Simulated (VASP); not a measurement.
# Fe: single point with revPBE

The system is Fe.

```
Fe
1.0
    -1.38820    1.38820    1.38820
     1.38820   -1.38820    1.38820
     1.38820    1.38820   -1.38820
Fe
1
Direct
  0.00000 0.00000 0.00000
```

| Property | Result |
| --- | --- |
| Program | VASP 6.6.1 |
| Task | single point |
| Functional | revPBE |
| Potentials or basis | VASP PAW PBE potentials, release 64 (Fe) |
| Cutoff | 520 eV |
| k mesh | 15 × 15 × 15 |
| Occupations | fermi-dirac, width 0.1 eV |
| Spin | no spin polarisation |
| Dipole correction | no |
| Further INCAR settings | ALGO = Normal; EDIFF = 1e-06; NBANDS = 10 |

The pressure is -0.5 GPa and the band gap on the k mesh is zero (band 4 reaches 7.53 eV, above the bottom of band 5 at 5.71 eV).

Levels at points of the mesh, in eV from the Fermi level:
| k point | band 1 | band 2 | band 3 | band 4 | band 5 | band 6 | band 7 | band 8 |
| --- | --- | --- | --- | --- | --- | --- | --- | --- |
| (0.00, 0.00, 0.00) | -8.77 | -1.73 | -1.73 | -1.73 | -0.04 | -0.04 | 25.42 | 25.42 |

Run time: 9 s on 1 thread of AMD EPYC 7R13 Processor (Zen 3) (shared host), peak memory 0.1 GiB.

Caveat: the PAW data sets were made with another functional, which shifts forces and pressure a little; the run has no spin polarisation, though such a crystal can be magnetic. Spin polarisation is off, so any magnetic state and its effect on volume and gap are missing.
